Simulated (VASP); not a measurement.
Write the native input for VASP 6.6.1 that does the following.

* Task: single point
* Functional: PBEsol
* Potentials or basis: VASP PAW PBE potentials, release 64 (Be)
* Cutoff: 600 eV
* k mesh: 15 × 15 × 15
* Occupations: fermi-dirac, width 0.05 eV
* Spin: no spin polarisation
* Dipole correction: no
* Further INCAR settings: ALGO = Normal; EDIFF = 1e-06; NBANDS = 9

The structure of Be lies in POSCAR:

```
Be
1.0
    0.0000000000      1.7954584778      1.7954584778
    1.7954584778      0.0000000000      1.7954584778
    1.7954584778      1.7954584778      0.0000000000
Be
2
Direct
   -0.1250000000     -0.1250000000     -0.1250000000
    0.1250000000      0.1250000000      0.1250000000
```

This cell differs from its parent crystal: volume scaled by 0.4.

The input as run:

INCAR

```
ALGO = Normal ; EDIFF = 1E-6
ENCUT = 600 ; GGA = PS
GGA_COMPAT = False ; ISIF = 2
ISMEAR = -1 ; LASPH = True
LCHARG = False ; LREAL = False
LWAVE = False ; NBANDS = 9
NELM = 120 ; PREC = Accurate
SIGMA = 0.05
```

KPOINTS

```
k-points
0
Gamma
  15 15 15
```

Potentials or basis: VASP PAW PBE potentials, release 64 (Be).

Command:

```console
$ cat potpaw_PBE.64/Be/POTCAR > POTCAR
$ mpirun -np 1 vasp_std > vasp.out
```

It gave:

```
Pressure               : 188.6 GPa
Band gap on the k mesh : zero (band 2 reaches 18.10 eV, above the bottom of band 3 at 7.82 eV)
```

Caveat: the PAW data sets were made with another functional, which shifts forces and pressure a little.

It took 5.5 s on 1 thread of Intel(R) Xeon(R) 6975P-C (Granite Rapids) (shared host), peak memory 0.12 GiB.
